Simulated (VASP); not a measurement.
# CsPbCl3 (Pmmm) in VASP: further runs, part 2 of 2

VASP 6.6.1.

### Step 3. Single point, LDA (strain +0.0450 x Voigt [1, -1, 0, 0, 0, 0])

File INCAR:

```
PREC = Accurate
ENCUT = 520
EDIFF = 1E-7
ISMEAR = 0
SIGMA = 0.05
LREAL = False
LASPH = True
NELM = 100
ALGO = Normal
ISIF = 2
LWAVE = False
LCHARG = False
NBANDS = 30
```

File KPOINTS:

```
Automatic mesh
0
Gamma
  6 6 6
```

File POSCAR:

```
CsPbCl3
1.0
    5.8572250000      0.0000000000      0.0000000000
    0.0000000000      5.3527750000      0.0000000000
    0.0000000000      0.0000000000      5.6050000000
Cs Pb Cl
1 1 3
Direct
    0.0000000000      0.0000000000      0.0000000000
    0.5000000000      0.5000000000      0.5000000000
    0.0000000000      0.5000000000      0.5000000000
    0.5000000000      0.0000000000      0.5000000000
    0.5000000000      0.5000000000      0.0000000000
```

Potentials or basis: VASP PAW LDA potentials, release 64 (Cs_sv, Pb_d, Cl).

The run is started by

```console
$ cat potpaw_LDA.64/Cs_sv/POTCAR potpaw_LDA.64/Pb_d/POTCAR potpaw_LDA.64/Cl/POTCAR > POTCAR
$ mpirun -np 1 vasp_std > vasp.out
```

OUTCAR:

```text
PREC = Accurate
   ENCUT = 520
   EDIFF = 1E-7
   ISMEAR = 0
   LREAL = False
   LASPH = True
   NELM = 100
   ISIF = 2

 ion  position               nearest neighbor table
   1  0.000  0.000  0.000-
   2  0.500  0.500  0.500-   4 2.68   4 2.68   5 2.80   5 2.80   3 2.93   3 2.93
   3  0.000  0.500  0.500-   2 2.93   2 2.93
   4  0.500  0.000  0.500-   2 2.68   2 2.68
   5  0.500  0.500  0.000-   2 2.80   2 2.80

  LATTYP: Found a simple orthorhombic cell.
 ALAT       =     5.3527750000
 B/A-ratio  =     1.0471204188
 C/A-ratio  =     1.0942408377

  Lattice vectors:

 A1 = (   0.0000000000,   5.3527750000,   0.0000000000)
 A2 = (   0.0000000000,   0.0000000000,   5.6050000000)
 A3 = (   5.8572250000,   0.0000000000,   0.0000000000)

Analysis of symmetry for initial positions (statically):
=====================================================================
 Subroutine PRICEL returns:
 Original cell was already a primitive cell.

 Routine SETGRP: Setting up the symmetry group for a
 simple orthorhombic supercell.

 Subroutine GETGRP returns: Found  8 space group operations
 (whereof  8 operations were pure point group operations)
 out of a pool of  8 trial point group operations.

The static configuration has the point symmetry D_2h.

Analysis of symmetry for dynamics (positions and initial velocities):
=====================================================================
 Subroutine PRICEL returns:
 Original cell was already a primitive cell.

 Routine SETGRP: Setting up the symmetry group for a
 simple orthorhombic supercell.

 Subroutine GETGRP returns: Found  8 space group operations
 (whereof  8 operations were pure point group operations)
 out of a pool of  8 trial point group operations.

The dynamic configuration has the point symmetry D_2h.

 Subroutine INISYM returns: Found  8 space group operations
 (whereof  8 operations are pure point group operations),
 and found     1 'primitive' translations

----------------------------------------------------------------------------------------

                                     Primitive cell

  volume of cell :     175.7302

  direct lattice vectors                    reciprocal lattice vectors
     5.857225000  0.000000000  0.000000000     0.170729313  0.000000000  0.000000000
     0.000000000  5.352775000  0.000000000     0.000000000  0.186818986  0.000000000
     0.000000000  0.000000000  5.605000000     0.000000000  0.000000000  0.178412132

  length of vectors
     5.857225000  5.352775000  5.605000000     0.170729313  0.186818986  0.178412132

  position of ions in fractional coordinates (direct lattice)
     0.000000000  0.000000000  0.000000000
     0.500000000  0.500000000  0.500000000
     0.000000000  0.500000000  0.500000000
     0.500000000  0.000000000  0.500000000
     0.500000000  0.500000000  0.000000000

  ion indices of the primitive-cell ions
   primitive index   ion index
                 1           1
                 2           2
                 3           3
                 4           4
                 5           5

----------------------------------------------------------------------------------------
[... 26 lines left out ...]
            Coordinates               Weight
  0.000000  0.000000  0.000000      1.000000
  0.166667  0.000000  0.000000      2.000000
  0.333333  0.000000  0.000000      2.000000
  0.500000  0.000000  0.000000      1.000000
  0.000000  0.166667  0.000000      2.000000
  0.166667  0.166667  0.000000      4.000000
[... 16 lines left out ...]
  0.333333  0.166667  0.166667      8.000000
  0.500000  0.166667  0.166667      4.000000
 [... further k-points ...]
   k-points           NKPTS =     64   k-points in BZ     NKDIM =     64   number of bands    NBANDS=     30
   number of dos      NEDOS =    301   number of ions     NIONS =      5
   total plane-waves  NPLWV =  80640
   dimension x,y,z NGX =    48 NGY =   40 NGZ =   42
   dimension x,y,z NGXF=    96 NGYF=   80 NGZF=   84
   ions per type =               1   1   3
   NGX,Y,Z   is equivalent  to a cutoff of  13.62, 12.42, 12.46 a.u.
   NGXF,Y,Z  is equivalent  to a cutoff of  27.25, 24.85, 24.91 a.u.
 SYSTEM =  unknown system
   PREC   = accura    normal or accurate (medium, high low for compatibility)
   ISTART =      0    job   : 0-new  1-cont  2-samecut
   ICHARG =      2    charge: 1-file 2-atom 10-const
   ISPIN  =      1    spin polarized calculation?
   LNONCOLLINEAR =      F non collinear calculations
   LSORBIT =      F    spin-orbit coupling
   LASPH  =      T    aspherical Exc in radial PAW
   ENCUT  =  520.0 eV  38.22 Ry    6.18 a.u.  10.89  9.95 10.42*2*pi/ulx,y,z
   NELM   =    100;   NELMIN=  2; NELMDL= -5     # of ELM steps
   EDIFF  = 0.1E-06   stopping-criterion for ELM
   LREAL  =      F    real-space projection
   EDIFFG = 0.1E-05   stopping-criterion for IOM
   NSW    =      0    number of steps for IOM
   IBRION =     -1    ionic relax: 0-MD 1-quasi-New 2-CG
   NFREE  =      0    steps in history (QN), initial steepest desc. (CG)
   ISIF   =      2    stress and relaxation
   ISYM   =      2    0-nonsym 1-usesym 2-fastsym
   POTIM  = 0.5000    time-step for ionic-motion
   TEBEG  =    0.0;   TEEND  =   0.0 temperature during run
   PSTRESS=    0.0 pullay stress
   NELECT =      44.0000    total number of electrons
   NUPDOWN=      -1.0000    fix difference up-down
   EMIN   =  10.00;   EMAX   =-10.00  energy-range for DOS
   EFERMI =   0.00;   METHOD = LEGACY
   ISMEAR =     0;   SIGMA  =   0.05  broadening in eV -4-tet -1-fermi 0-gaus
   EFERMI_NEDOS =   21; number of points for ismear=-14 and -15
   IALGO  =     38    algorithm
   IMIX   =      4    mixing-type and parameters
     AMIX     =   0.40;   BMIX     =  1.00
     AMIX_MAG =   1.60;   BMIX_MAG =  1.00
  volume/ion in A,a.u.               =      35.15       237.18
  Fermi-wavevector in a.u.,A,eV,Ry     =   1.031835  1.949885 14.485896  1.064683
  Thomas-Fermi vector in A             =   2.166003
   LORBIT       =      0    0 simple, 1 ext, 2 COOP (PROOUT), +10 PAW based schemes
   GGA     = CA    functional components
   LHFCALC =     F    Hartree Fock is set to
   AEXX    =    0.0000 exact exchange contribution
   IVDW    =     0    specifies the selected vdW correction
   LEPSILON=     F    determine dielectric tensor
   LRPA    =     F    only Hartree local field effects (RPA)
 non-spin polarized calculation
 Gauss-broadening in eV      SIGMA  =   0.05
  energy-cutoff  :      520.00
  volume of cell :      175.73
 maximum number of plane-waves:      4768
 NGX is ok and might be reduce to    48
   NGX = 21   NGY = 19   NGZ = 21

 number of electron      43.9999997 magnetization

 Free energy of the ion-electron system (eV)
  ---------------------------------------------------
  ext. energy  EPLUGINS =         0.00000000
  ---------------------------------------------------
  free energy    TOTEN  =       -19.28819961 eV

  energy without entropy =      -19.28819961  energy(sigma->0) =      -19.28819961

 E-fermi :   1.9268     XC(G=0):  -8.2872

 val. band max:        1.6940771988   @ k =   0.5000   0.5000   0.5000
 cond. band min:       2.9936240464   @ k =   0.5000   0.5000   0.5000
 fundamental gap:      1.2995468476
 Fermi energy:         1.9267564740

 k-point     1 :       0.0000    0.0000    0.0000
  band No.  band energies     occupation
      1     -19.6836      2.00000
      2     -15.3223      2.00000
      3     -15.1427      2.00000
      4     -14.9504      2.00000
      5     -14.9433      2.00000
      6     -14.9305      2.00000
[... 781 lines left out ...]
     29       7.5255      0.00000
     30       7.7918      0.00000

 [... further k-points ...]

------------------------ aborting loop because EDIFF is reached ----------------------------------------

  FORCE on cell =-STRESS in cart. coord.  units (eV):
  Direction    XX          YY          ZZ          XY          YZ          ZX
  --------------------------------------------------------------------------------------
  -------------------------------------------------------------------------------------
  Total       -3.2487238      1.9731488     -1.2851240      0.0000000      0.0000000      0.0000000
  in kB      -29.6194408     17.9896998    -11.7168021      0.0000000      0.0000000      0.0000000
  external PRESSURE =      -7.7821810 kB  Pullay stress =       0.0000000 kB

 VOLUME and BASIS-vectors are now :
 -----------------------------------------------------------------------------
  energy-cutoff  :      520.00
  volume of cell :      175.73
      direct lattice vectors                 reciprocal lattice vectors
     5.857225000  0.000000000  0.000000000     0.170729313  0.000000000  0.000000000
     0.000000000  5.352775000  0.000000000     0.000000000  0.186818986  0.000000000
     0.000000000  0.000000000  5.605000000     0.000000000  0.000000000  0.178412132

 POSITION                                       TOTAL-FORCE (eV/Angst)
 -----------------------------------------------------------------------------------
      0.00000      0.00000      0.00000         0.000000      0.000000      0.000000
      2.92861      2.67639      2.80250         0.000000      0.000000      0.000000
      0.00000      2.67639      2.80250         0.000000      0.000000      0.000000
      2.92861      0.00000      2.80250         0.000000      0.000000      0.000000
      2.92861      2.67639      0.00000         0.000000      0.000000      0.000000
 -----------------------------------------------------------------------------------
    total drift:                                0.000000     -0.000000     -0.000000

  FREE ENERGIE OF THE ION-ELECTRON SYSTEM (eV)
  ---------------------------------------------------
  free  energy   TOTEN  =       -19.2881996123 eV

  energy  without entropy=      -19.2881996123  energy(sigma->0) =      -19.28819961
```

OSZICAR:

```text
N       E                     dE             d eps       ncg     rms          rms(c)
DAV:   1     0.401657811995E+03    0.40166E+03   -0.19411E+04  3840   0.134E+03
DAV:   2     0.303661094423E+02   -0.37129E+03   -0.35285E+03  4468   0.313E+02
DAV:   3    -0.181819646748E+02   -0.48548E+02   -0.47751E+02  4872   0.121E+02
DAV:   4    -0.200357656766E+02   -0.18538E+01   -0.18477E+01  4958   0.291E+01
DAV:   5    -0.201035076697E+02   -0.67742E-01   -0.67716E-01  5012   0.506E+00    0.565E+00
DAV:   6    -0.193520520374E+02    0.75146E+00   -0.13444E+00  5536   0.127E+01    0.362E+00
DAV:   7    -0.192957689801E+02    0.56283E-01   -0.46913E-01  5794   0.404E+00    0.172E+00
DAV:   8    -0.192909065404E+02    0.48624E-02   -0.70322E-02  5454   0.195E+00    0.260E-01
DAV:   9    -0.192881381912E+02    0.27683E-02   -0.12824E-02  5860   0.913E-01    0.112E-01
DAV:  10    -0.192882007667E+02   -0.62575E-04   -0.11405E-03  5042   0.225E-01    0.411E-02
DAV:  11    -0.192882008905E+02   -0.12375E-06   -0.89424E-05  5116   0.629E-02    0.787E-03
DAV:  12    -0.192881996733E+02    0.12171E-05   -0.11684E-05  4992   0.362E-02    0.302E-03
DAV:  13    -0.192881996680E+02    0.53715E-08   -0.12698E-06  5544   0.601E-03    0.165E-03
DAV:  14    -0.192881996123E+02    0.55687E-07   -0.17240E-07  3284   0.442E-03
   1 F= -.19288200E+02 E0= -.19288200E+02  d E =-.513951E-13
```

stdout:

```text
POSCAR found type information on POSCAR CsPbCl
 POSCAR found :  3 types and       5 ions
 scaLAPACK will be used
 LDA part: xc-table for (Slater(with rela. corr.)+CA(PZ))
 , standard interpolation
 POSCAR, INCAR and KPOINTS ok, starting setup
 FFT: planning ... GRIDC
 FFT: planning ... GRID_SOFT
 FFT: planning ... GRID
 WAVECAR not read
 entering main loop
```

It took 1.7 min on 1 thread of Intel Xeon 6975P-C (Granite Rapids), shared host; peak memory 0.43 GiB.

Results:

```
Free energy            : -19.2882 eV
Pressure               : -0.8 GPa
Band gap on the k mesh : 1.30 eV
```

Caveat: the cell differs from its parent crystal (strain +0.0450 x Voigt [1, -1, 0, 0, 0, 0]); spin-orbit coupling is left out, which moves the levels of the heavy elements. A k mesh can miss the band edges.

### Step 4. Single point, LDA (strain +0.0525 x Voigt [1, -1, 0, 0, 0, 0])

File INCAR:

```
ALGO = Normal
EDIFF = 1E-7
ENCUT = 520
GGA = CA
ISIF = 2
ISMEAR = 0
LASPH = T
LCHARG = F
LREAL = F
LWAVE = F
NBANDS = 30
NELM = 100
PREC = Accurate
SIGMA = 0.05
```

File KPOINTS:

```
k-points
0
Gamma
  6 6 6
```

POSCAR: that of step 3 with these lines changed.

```diff
@@ -2,4 +2,4 @@
 1.0
-    5.8572250000      0.0000000000      0.0000000000
-    0.0000000000      5.3527750000      0.0000000000
+    5.8992625000      0.0000000000      0.0000000000
+    0.0000000000      5.3107375000      0.0000000000
     0.0000000000      0.0000000000      5.6050000000
```

The run is started by

```console
$ cat potpaw_LDA.64/Cs_sv/POTCAR potpaw_LDA.64/Pb_d/POTCAR potpaw_LDA.64/Cl/POTCAR > POTCAR
$ mpirun -np 1 vasp_std > vasp.out
```

It took 1.8 min on 1 thread of Intel Xeon 6975P-C (Granite Rapids), shared host; peak memory 0.43 GiB.

The run converged. Its results:

- Free energy: -19.2458 eV
- Pressure: -0.6 GPa
- Band gap on the k mesh: 1.22 eV

Stress tensor (GPa, compression positive):
```
-3.17  0.00  0.00
 0.00  2.46  0.00
 0.00  0.00 -1.16
```

Levels at points of the mesh, in eV from the valence-band top:
```csv
k point,band 18,band 19,band 20,band 21,band 22,band 23,band 24,band 25,band 26,band 27
"(0.00, 0.00, 0.00)",-2.83,-2.70,-2.65,-2.61,-2.60,2.81,3.75,3.99,4.62,4.89
"(0.50, 0.00, 0.00)",-2.84,-2.75,-2.73,-2.69,-2.11,2.54,4.10,4.54,5.02,5.06
"(0.00, 0.50, 0.00)",-3.06,-2.86,-2.77,-2.74,-1.38,3.04,4.26,4.40,4.93,5.13
"(0.50, 0.50, 0.00)",-2.99,-2.87,-2.86,-2.37,-0.80,1.82,2.67,4.60,4.96,5.36
"(0.00, 0.00, 0.50)",-2.88,-2.83,-2.82,-2.70,-1.82,2.75,4.20,4.40,4.82,5.12
"(0.50, 0.00, 0.50)",-2.91,-2.86,-2.81,-2.38,-1.22,2.03,2.38,4.96,5.14,5.45
"(0.00, 0.50, 0.50)",-2.89,-2.81,-2.80,-2.31,-0.55,2.02,2.52,3.81,5.06,5.47
"(0.50, 0.50, 0.50)",-2.84,-2.35,-2.33,-2.30,0.00,1.22,1.56,2.02,4.58,5.11
```

Caveat: the cell differs from its parent crystal (strain +0.0525 x Voigt [1, -1, 0, 0, 0, 0]); spin-orbit coupling is left out, which moves the levels of the heavy elements.

### Step 5. The runs side by side

| cell | gap on the mesh (eV) | pressure (GPa) |
| --- | --- | --- |
| a = 5.269, b = 5.941, c = 5.605 Å, 5 atoms | 1.13 | -0.4 |
| a = 5.857, b = 5.353, c = 5.605 Å, 5 atoms | 1.30 | -0.8 |
| a = 5.899, b = 5.311, c = 5.605 Å, 5 atoms | 1.22 | -0.6 |

Alike in all rows: task single point; level LDA; potentials or basis VASP PAW LDA potentials, release 64 (Cs_sv, Pb_d, Cl); no spin polarisation; k mesh 6 × 6 × 6; cutoff (eV) 520; smearing gaussian 0.05 eV.

Caveats: spin-orbit coupling is left out, which moves the levels of the heavy elements.

Absolute energies hang on the potentials; compare differences alone.
